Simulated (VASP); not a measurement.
Wanted: the native input for a VASP 6.6.1 run.

```yaml
Task: single point
Functional: PBE
Potentials_or_basis: VASP PAW PBE potentials, release 64 (Al, B, P)
Cutoff: 520 eV
k_mesh: 8 × 8 × 8
Occupations: gaussian, width 0.1 eV
Spin: no spin polarisation
Dipole_correction: no
Further_INCAR_settings: ALGO = Normal; EDIFF = 1e-07; NBANDS = 21
```

The structure of AlB2P3 lies in POSCAR:

```
AlB2P3
1.0
    4.6074604104      0.0000000000      0.0000000000
    0.0000000000      4.6074604104      0.0000000000
    0.0000000000      0.0000000000      4.4794252132
Al B P
1 2 3
Direct
    0.5000000000      0.5000000000      0.0000000000
    0.0000000000      0.5000000000      0.0000000000
    0.5000000000      0.0000000000      0.0000000000
    0.0000000000      0.5000000000      0.5000000000
    0.5000000000      0.0000000000      0.5000000000
    0.5000000000      0.5000000000      0.5000000000
```

The input as run:

INCAR

```
ALGO = Normal ; EDIFF = 1E-7
ENCUT = 520 ; GGA = PE
ISIF = 2 ; ISMEAR = 0
LASPH = T ; LCHARG = F
LREAL = F ; LWAVE = F
NBANDS = 21 ; NELM = 60
PREC = Accurate ; SIGMA = 0.1
```

KPOINTS

```
k-points
0
Gamma
  8 8 8
```

Potentials or basis: VASP PAW PBE potentials, release 64 (Al, B, P).

Command:

```console
$ cat potpaw_PBE.64/Al/POTCAR potpaw_PBE.64/B/POTCAR potpaw_PBE.64/P/POTCAR > POTCAR
$ mpirun -np 1 vasp_std > vasp.out
```

It gave:

- Pressure: -0.2 GPa
- Band gap on the k mesh: zero (band 12 reaches 6.20 eV, above the bottom of band 13 at 4.51 eV)

Wall time 70 s on 1 thread of Intel(R) Xeon(R) Platinum 8488C (Sapphire Rapids) (shared host), peak memory 0.28 GiB.
